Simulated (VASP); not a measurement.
# Ta4H3 (P6mm) in VASP: single point with PBE

Aim: the single point of Ta4H3 with PBE.

Program: VASP 6.6.1. These are calculated values, not measurements. Logs are shortened: lines on timing, memory, paths and dates and some standing lists are left out, and cuts for length are marked.

### Step 1. The cell of the first run

Symmetry: P6mm, No. 183, hexagonal system. The conventional cell has a = 4.540 Å, b = 4.540 Å, c = 6.463 Å, α = 90.00°, β = 90.00°, γ = 120.00°. Within 2.4 Å of Ta (site symmetry 3m) lie 1 H at 1.81 Å. Within 2.4 Å of Ta (site symmetry 3m) lie 1 H at 1.81 Å. H (site symmetry 6mm) has 6 Ta at 2.63 Å and 6 H at 3.08 Å within 3.5 Å. H (site symmetry 3m) has 2 Ta at 1.81 Å within 2.4 Å.

The cell was generated, and may not be a known phase.

### Step 2. Single point, PBE

Contents of INCAR:

```
SYSTEM = Ta4H3
PREC = Accurate
ENCUT = 500
EDIFF = 1E-6
ISMEAR = 0
SIGMA = 0.2
LREAL = .FALSE.
LASPH = .TRUE.
NELM = 120
ALGO = Normal
ISIF = 2
LWAVE = .FALSE.
LCHARG = .FALSE.
GGA = PE
NBANDS = 32
GGA_COMPAT = .FALSE.
```

Contents of KPOINTS:

```
Automatic mesh
0
G
  4 4 3
  0 0 0
```

Contents of POSCAR:

```
Ta4H3
1.0
    4.5395025779      0.0000000000      0.0000000000
   -2.2697512889      3.9313245530      0.0000000000
    0.0000000000      0.0000000000      6.4633994855
Ta H
4 3
Direct
    0.3333333333      0.6666666667      0.2927067170
    0.6666666667      0.3333333333      0.2927067170
    0.3333333333      0.6666666667      0.7329271846
    0.6666666667      0.3333333333      0.7329271846
    0.0000000000      0.0000000000      0.7627665616
    0.3333333333      0.6666666667      0.0124838525
    0.6666666667      0.3333333333      0.0124838525
```

Potentials or basis: VASP PAW PBE potentials, release 64 (Ta_pv, H).

Started as:

```sh
cat potpaw_PBE.64/Ta_pv/POTCAR potpaw_PBE.64/H/POTCAR > POTCAR
mpirun -np 1 vasp_std > vasp.out
```

OUTCAR:

```text
SYSTEM = Ta4H3
   PREC = Accurate
   ENCUT = 500
   EDIFF = 1E-6
   ISMEAR = 0
   LREAL = .FALSE.
   LASPH = .TRUE.
   NELM = 120
   ISIF = 2
   GGA = PE

 ion  position               nearest neighbor table
   1  0.333  0.667  0.293-   6 1.81   2 2.62   2 2.62   2 2.62   3 2.85
   2  0.667  0.333  0.293-   7 1.81   1 2.62   1 2.62   1 2.62   4 2.85
   3  0.333  0.667  0.733-   6 1.81   4 2.62   4 2.62   4 2.62   1 2.85
   4  0.667  0.333  0.733-   7 1.81   3 2.62   3 2.62   3 2.62   2 2.85
   5  0.000  0.000  0.763-
   6  0.333  0.667  0.012-   3 1.81   1 1.81
   7  0.667  0.333  0.012-   4 1.81   2 1.81

  LATTYP: Found a hexagonal cell.
 ALAT       =     4.5395025779
 C/A-ratio  =     1.4238122734

  Lattice vectors:

 A1 = (   4.5395025779,   0.0000000000,   0.0000000000)
 A2 = (  -2.2697512889,   3.9313245530,   0.0000000000)
 A3 = (   0.0000000000,   0.0000000000,   6.4633994855)

Analysis of symmetry for initial positions (statically):
=====================================================================
 Subroutine PRICEL returns:
 Original cell was already a primitive cell.

 Routine SETGRP: Setting up the symmetry group for a
 hexagonal supercell.

 Subroutine GETGRP returns: Found 12 space group operations
 (whereof 12 operations were pure point group operations)
 out of a pool of 24 trial point group operations.

The static configuration has the point symmetry C_6v.

Analysis of symmetry for dynamics (positions and initial velocities):
=====================================================================
 Subroutine PRICEL returns:
 Original cell was already a primitive cell.

 Routine SETGRP: Setting up the symmetry group for a
 hexagonal supercell.

 Subroutine GETGRP returns: Found 12 space group operations
 (whereof 12 operations were pure point group operations)
 out of a pool of 24 trial point group operations.

The dynamic configuration has the point symmetry C_6v.

 Subroutine INISYM returns: Found 12 space group operations
 (whereof 12 operations are pure point group operations),
 and found     1 'primitive' translations

[... 86 lines left out ...]
   NELM   =    120;   NELMIN=  2; NELMDL= -5     # of ELM steps
   EDIFF  = 0.1E-05   stopping-criterion for ELM
   LREAL  =      F    real-space projection
   EDIFFG = 0.1E-04   stopping-criterion for IOM
   NSW    =      0    number of steps for IOM
   IBRION =     -1    ionic relax: 0-MD 1-quasi-New 2-CG
   NFREE  =      0    steps in history (QN), initial steepest desc. (CG)
   ISIF   =      2    stress and relaxation
   ISYM   =      2    0-nonsym 1-usesym 2-fastsym
   POTIM  = 0.5000    time-step for ionic-motion
   TEBEG  =    0.0;   TEEND  =   0.0 temperature during run
   PSTRESS=    0.0 pullay stress
   NELECT =      47.0000    total number of electrons
   NUPDOWN=      -1.0000    fix difference up-down
   EMIN   =  10.00;   EMAX   =-10.00  energy-range for DOS
   EFERMI =   0.00;   METHOD = LEGACY
   ISMEAR =     0;   SIGMA  =   0.20  broadening in eV -4-tet -1-fermi 0-gaus
   EFERMI_NEDOS =   21; number of points for ismear=-14 and -15
   IALGO  =     38    algorithm
   IMIX   =      4    mixing-type and parameters
     AMIX     =   0.40;   BMIX     =  1.00
     AMIX_MAG =   1.60;   BMIX_MAG =  1.00
  volume/ion in A,a.u.               =      16.48       111.20
  Fermi-wavevector in a.u.,A,eV,Ry     =   1.213681  2.293525 20.041691  1.473023
  Thomas-Fermi vector in A             =   2.349126
   LORBIT       =      0    0 simple, 1 ext, 2 COOP (PROOUT), +10 PAW based schemes
   GGA     = PE    functional components
   LHFCALC =     F    Hartree Fock is set to
   AEXX    =    0.0000 exact exchange contribution
   IVDW    =     0    specifies the selected vdW correction
   LEPSILON=     F    determine dielectric tensor
   LRPA    =     F    only Hartree local field effects (RPA)
 non-spin polarized calculation
 Gauss-broadening in eV      SIGMA  =   0.20
  energy-cutoff  :      500.00
  volume of cell :      115.35
 maximum number of plane-waves:      2942
 NGX is ok and might be reduce to    36
   NGX = 17   NGY = 17   NGZ = 23

 number of electron      46.9999999 magnetization

 Free energy of the ion-electron system (eV)
  ---------------------------------------------------
  ext. energy  EPLUGINS =         0.00000000
  ---------------------------------------------------
  free energy    TOTEN  =       -48.68745756 eV

  energy without entropy =      -48.55920488  energy(sigma->0) =      -48.62333122

 E-fermi :   2.4740     XC(G=0): -10.2971

 val. band max:        2.4472514519   @ k =   0.0000   0.0000   0.3333
 cond. band min:       2.4827428946   @ k =   0.2500   0.2500   0.0000
 fundamental gap:      0.0354914427
 Fermi energy:         2.4739914179

 k-point     1 :       0.0000    0.0000    0.0000
  band No.  band energies     occupation
      1     -32.0461      2.00000
      2     -32.0461      2.00000
      3     -31.9838      2.00000
      4     -31.8327      2.00000
      5     -31.8327      2.00000
      6     -31.6622      2.00000
[... 269 lines left out ...]
     31       5.4333      0.00000
     32       6.0038      0.00000

------------------------ aborting loop because EDIFF is reached ----------------------------------------

  FORCE on cell =-STRESS in cart. coord.  units (eV):
  Direction    XX          YY          ZZ          XY          YZ          ZX
  --------------------------------------------------------------------------------------
  -------------------------------------------------------------------------------------
  Total        0.1199505      0.1199505      0.1789464      0.0000000      0.0000000      0.0000000
  in kB        1.6661131      1.6661131      2.4855664      0.0000000      0.0000000      0.0000000
  external PRESSURE =       1.9392642 kB  Pullay stress =       0.0000000 kB

 VOLUME and BASIS-vectors are now :
 -----------------------------------------------------------------------------
  energy-cutoff  :      500.00
  volume of cell :      115.35
      direct lattice vectors                 reciprocal lattice vectors
     4.539502578  0.000000000  0.000000000     0.220288453  0.127183598  0.000000000
    -2.269751289  3.931324553  0.000000000     0.000000000  0.254367195  0.000000000
     0.000000000  0.000000000  6.463399486     0.000000000  0.000000000  0.154717344

 POSITION                                       TOTAL-FORCE (eV/Angst)
 -----------------------------------------------------------------------------------
     -0.00000      2.62088      1.89188        -0.000000     -0.000000      0.033714
      2.26975      1.31044      1.89188         0.000000      0.000000      0.033714
     -0.00000      2.62088      4.73720        -0.000000      0.000000     -0.039258
      2.26975      1.31044      4.73720         0.000000     -0.000000     -0.039258
      0.00000      0.00000      4.93007        -0.000000      0.000000      0.015884
     -0.00000      2.62088      0.08069         0.000000      0.000000     -0.002398
      2.26975      1.31044      0.08069        -0.000000      0.000000     -0.002398
 -----------------------------------------------------------------------------------
    total drift:                                0.000000      0.000000      0.000061

  FREE ENERGIE OF THE ION-ELECTRON SYSTEM (eV)
  ---------------------------------------------------
  free  energy   TOTEN  =       -48.6874575644 eV

  energy  without entropy=      -48.5592048819  energy(sigma->0) =      -48.62333122
```

OSZICAR:

```text
N       E                     dE             d eps       ncg     rms          rms(c)
DAV:   1     0.406909781588E+03    0.40691E+03   -0.25235E+04   536   0.137E+03
DAV:   2    -0.327562999796E+02   -0.43967E+03   -0.42602E+03   568   0.399E+02
DAV:   3    -0.500269924105E+02   -0.17271E+02   -0.16332E+02   680   0.699E+01
DAV:   4    -0.503886151113E+02   -0.36162E+00   -0.35625E+00   632   0.942E+00
DAV:   5    -0.503983138879E+02   -0.96988E-02   -0.96891E-02   704   0.130E+00    0.225E+01
DAV:   6    -0.490029895105E+02    0.13953E+01   -0.21712E+00   600   0.840E+00    0.112E+01
DAV:   7    -0.487459920956E+02    0.25700E+00   -0.13642E+00   656   0.663E+00    0.193E+00
DAV:   8    -0.487026543162E+02    0.43338E-01   -0.39851E-01   688   0.378E+00    0.119E+00
DAV:   9    -0.486868167625E+02    0.15838E-01   -0.57427E-02   680   0.147E+00    0.398E-01
DAV:  10    -0.486874071166E+02   -0.59035E-03   -0.66149E-03   600   0.421E-01    0.145E-01
DAV:  11    -0.486874375490E+02   -0.30432E-04   -0.67589E-04   632   0.125E-01    0.463E-02
DAV:  12    -0.486874555343E+02   -0.17985E-04   -0.78644E-05   632   0.413E-02    0.155E-02
DAV:  13    -0.486874577652E+02   -0.22309E-05   -0.17622E-05   600   0.162E-02    0.399E-03
DAV:  14    -0.486874575644E+02    0.20078E-06   -0.29440E-06   512   0.749E-03
   1 F= -.48687458E+02 E0= -.48623331E+02  d E =-.128253E+00
```

Wall time 51 s (1 thread of Intel Xeon 8259CL, shared host); peak memory 0.24 GiB.

Results:

* Free energy: -48.6875 eV
* Pressure: 0.2 GPa
* Largest force: 0.039 eV/Å
* Band gap on the k mesh: zero (an odd number of electrons rules out a gap without spin polarisation)

Forces in eV/Å, atoms in the order of the input:
```
Ta   0.000  0.000  0.034
Ta   0.000  0.000  0.034
Ta   0.000  0.000 -0.039
Ta   0.000  0.000 -0.039
H    0.000  0.000  0.016
H    0.000  0.000 -0.002
H    0.000  0.000 -0.002
```

Levels at points of the mesh, in eV from the Fermi level:
```csv
k point,band 19,band 20,band 21,band 22,band 23,band 24,band 25,band 26,band 27,band 28
"(0.00, 0.00, 0.00)",-0.95,-0.11,-0.11,0.65,0.65,0.99,0.99,1.13,1.13,1.81
"(0.50, 0.00, 0.00)",-1.60,-1.23,-1.07,-0.97,-0.52,-0.41,0.52,1.03,1.93,2.86
```

Caveat: the k points lie up to 0.40 Å⁻¹ apart, too coarse for converged energies and pressures of a metal; spin-orbit coupling is left out, which moves the levels of the heavy elements; an odd number of electrons without spin polarisation forces a metal; a magnetic or distorted state may lie lower.

The gap in the log of VASP goes by the Fermi energy; the results here count the filled bands.